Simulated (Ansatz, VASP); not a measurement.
# Two plane-wave programs on SiNi3

Contents of INCAR:

```
SYSTEM = SiNi3
  ALGO = Fast
  EDIFF = 1E-6
  EDIFFG = -0.01
  ENCUT = 600
  GGA = PE
  IBRION = 2
  ISIF = 3
  ISMEAR = 0
  LASPH = .True.
  LCHARG = .False.
  LREAL = .False.
  LWAVE = .False.
  NELM = 100
  NSW = 100
  PREC = Accurate
  SIGMA = 0.1
```

File KPOINTS:

```
k-points
0
Gamma
  14 14 14
  0 0 0
```

The input POSCAR:

```
SiNi3
1.0
    3.5048936752      0.0000000000      0.0000000000
    0.0000000000      3.5048936752      0.0000000000
    0.0000000000      0.0000000000      3.5048936752
Si Ni
1 3
Direct
    0.0000000000      0.0000000000      0.0000000000
    0.0000000000      0.5000000000      0.5000000000
    0.5000000000      0.0000000000      0.5000000000
    0.5000000000      0.5000000000      0.0000000000
```

Input for Ansatz:

```yaml
crystal:
  lattice:
    - [3.5048936752, 0.0, 0.0]
    - [0.0, 3.5048936752, 0.0]
    - [0.0, 0.0, 3.5048936752]
  atoms:
    - { symbol: Si, position: [0.0, 0.0, 0.0] }
    - { symbol: Ni, position: [0.0, 0.5, 0.5] }
    - { symbol: Ni, position: [0.5, 0.0, 0.5] }
    - { symbol: Ni, position: [0.5, 0.5, 0.0] }
basis:
  ecutwfc: 420
kpoints:
  mp_grid: { grid: [14, 14, 14] }
hamiltonian:
  xc: pbe
scf:
  occupations: { method: gaussian, width: 0.1 }
output:
  forces: true
  stress: true
  eigenvalues: true
  write_density: true
  write_potential: true
  elf: true
  volumetric_format: npy
relax:
  adjacent_minimum: "off"
  f_tol: 0.01
  max_steps: 80
  cell: { stress_tol: 0.05 }
```

Alike in both runs: task relaxation of cell and atoms; functional PBE; k mesh 14 × 14 × 14; occupations gaussian, width 0.1 eV; no spin polarisation.

|  | VASP | Ansatz |
| --- | --- | --- |
| version | VASP 6.6.1 | Ansatz 0.2.0 |
| potentials or method | VASP PAW PBE potentials, release 64 (Si, Ni), cutoff 600 eV | scalar-relativistic, plane waves, PAW |
| valence electrons in the cell | 34 | 58 |

```csv
,VASP,Ansatz,Ansatz less VASP
"gap on the k mesh at the Fermi level, each at its own relaxed structure (eV)",none,none,-
relaxed volume (Å³/atom),10.76,10.78,+0.013
relaxed length of the cell vector where the two differ most in proportion (Å),3.505,3.506,+0.0014
```

A gap of «none» marks a metal or a gap that the smearing closes. VASP's potentials hold 34 valence electrons a cell and Ansatz's 58, so a difference there can come from the potentials and not from the codes.

Noted on VASP's run: the relaxation stopped at its first step, so nothing moved.
